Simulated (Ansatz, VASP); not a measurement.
**Two plane-wave programs on WSe2**

```xyz
3
Lattice="3.3153 0.0000 0.0000 -1.6577 2.8712 0.0000 0.0000 0.0000 6.5192" Properties=species:S:1:pos:R:3 pbc="T T T"
W     0.0000    0.0000    0.0000
Se    0.0000    1.9141    1.6765
Se    1.6577    0.9571    4.8427
```

Alike in both runs: task single point; functional PBE; k mesh 6 × 6 × 4; occupations fermi-dirac, width 0.02 eV; no spin polarisation.

|  | VASP | Ansatz |
| --- | --- | --- |
| version | VASP 6.6.1 | Ansatz 0.2.0 |
| potentials or method | VASP PAW PBE potentials, release 64 (W_sv, Se) | plane waves |
| plane-wave cutoff (eV) | 500 | 420 |
| valence electrons in the cell | 26 | 46 |

|  | VASP | Ansatz | Ansatz less VASP |
| --- | --- | --- | --- |
| pressure (GPa) | 3.5 | 3.2 | -0.28 |
| traceless stress, the component that is largest in VASP (GPa) | 2.13 | 2.09 | -0.041 |
| rms of the force components (eV/Å) | 0.173 | 0.155 | -0.0188 |

Atom by atom the forces differ by 0.019 eV/Å (rms over components). VASP's potentials hold 26 valence electrons a cell and Ansatz's 46, so a difference there can come from the potentials and not from the codes. Ansatz's warnings: force scf threshold loose, stress scf threshold loose.

The k mesh is coarse, so the values compare programs but aren't converged. Spin-orbit coupling is off throughout.
